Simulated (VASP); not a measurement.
Set up this calculation in VASP 6.6.1, as the native input.

| Quantity | Value |
| --- | --- |
| Task | single point |
| Functional | PBE |
| Potentials or basis | VASP PAW PBE potentials, release 64 (Ge_d, Se) |
| Cutoff | 500 eV |
| k mesh | 4 × 11 × 10 |
| Occupations | fermi-dirac, width 0.02 eV |
| Spin | no spin polarisation |
| Dipole correction | no |
| Further INCAR settings | ALGO = Normal; EDIFF = 1e-06; NBANDS = 50 |

The structure of GeSe lies in POSCAR:

```
GeSe
1.0
   10.7473803623      0.0000000000      0.0000000000
    0.0000000000      3.8241602953      0.0000000000
    0.0000000000      0.0000000000      4.3704689089
Ge Se
4 4
Direct
    0.1181910379      0.2500000000      0.1131516689
    0.8818089621      0.7500000000      0.8868483311
    0.3818089621      0.7500000000      0.6131516689
    0.6181910379      0.2500000000      0.3868483311
    0.8548689677      0.2500000000      0.4942503116
    0.1451310323      0.7500000000      0.5057496884
    0.6451310323      0.7500000000     -0.0057496884
    0.3548689677      0.2500000000      0.0057496884
```

One way to write it, as run:

INCAR

```
SYSTEM = GeSe
PREC = Accurate
ENCUT = 500
EDIFF = 1E-6
ISMEAR = -1
SIGMA = 0.02
LREAL = .FALSE.
LASPH = .TRUE.
NELM = 120
ALGO = Normal
ISIF = 2
LWAVE = .FALSE.
LCHARG = .TRUE.
GGA = PE
LELF = .TRUE.
LVHAR = .TRUE.
NBANDS = 50
GGA_COMPAT = .FALSE.
```

KPOINTS

```
Automatic mesh
0
G
  4 11 10
  0 0 0
```

Potentials or basis: VASP PAW PBE potentials, release 64 (Ge_d, Se).

The run is started by

```bash
$ cat potpaw_PBE.64/Ge_d/POTCAR potpaw_PBE.64/Se/POTCAR > POTCAR
$ mpirun -np 1 vasp_std > vasp.out
```

It gave:

```yaml
Pressure: 2.6 GPa
Largest_force: 0.021 eV/Å
Band_gap_on_the_k_mesh: 0.61 eV (least direct gap 0.80 eV)
```

It took 13 min on 1 thread of Oxide Virtual Turin-like Processor, with other jobs on the host, peak memory 0.7 GiB.
